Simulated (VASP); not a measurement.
Write the native input for VASP 6.6.1 that does the following.

```yaml
Task: single point
Functional: PBEsol
Potentials_or_basis: VASP PAW PBE potentials, release 64 (Mo_sv, S)
Cutoff: 520 eV
k_mesh: 11 × 11 × 11
Occupations: fermi-dirac, width 0.15 eV
Spin: no spin polarisation
Dipole_correction: no
Further_INCAR_settings: ALGO = Normal; EDIFF = 1e-06; NBANDS = 20
```

The structure of MoS2 lies in POSCAR:

```
MoS2
1.0
    1.5712795030      0.9071787909      6.0601510231
   -1.5712795030      0.9071787909      6.0601510231
    0.0000000000     -1.8143575818      6.0601510231
Mo S
1 2
Direct
    0.0000000000      0.0000000000      0.0000000000
    0.7500000000      0.7500000000      0.7500000000
    0.2500000000      0.2500000000      0.2500000000
```

These files were run (other wordings do the same):

INCAR

```
SYSTEM = MoS2
PREC     = Accurate       ! precision mode
ENCUT    = 520            ! plane-wave cutoff, eV
EDIFF    = 1E-6           ! SCF threshold, eV
ISMEAR   = -1             ! smearing method
SIGMA    = 0.15           ! smearing width, eV
LREAL    = .FALSE.        ! projectors in reciprocal space
LASPH    = .TRUE.         ! aspherical terms in the spheres
NELM     = 80             ! most SCF steps
ALGO     = Normal         ! electronic algorithm
ISIF     = 2              ! what is computed and relaxed
LWAVE    = .FALSE.        ! write WAVECAR
LCHARG   = .FALSE.        ! write CHGCAR
GGA      = PS             ! functional
NBANDS   = 20             ! bands
```

KPOINTS

```
regular mesh
0
G
  11 11 11
  0 0 0
```

Potentials or basis: VASP PAW PBE potentials, release 64 (Mo_sv, S).

The run is started by

```sh
$ cat potpaw_PBE.64/Mo_sv/POTCAR potpaw_PBE.64/S/POTCAR > POTCAR
$ mpirun -np 1 vasp_std > vasp.out
```

It gave:

- Pressure: 7.6 GPa
- Largest force: 1.269 eV/Å
- Band gap on the k mesh: zero (bands 13 and 14 overlap by 0.52 eV)

Caveat: the stress differs along the axes, from 6 to 11 GPa; the PAW data sets were made with another functional, which shifts forces and pressure a little.

Wall time 4.5 min on 1 thread of AMD EPYC 9R45 (Zen 5), with other jobs on the host, peak memory 0.37 GiB.
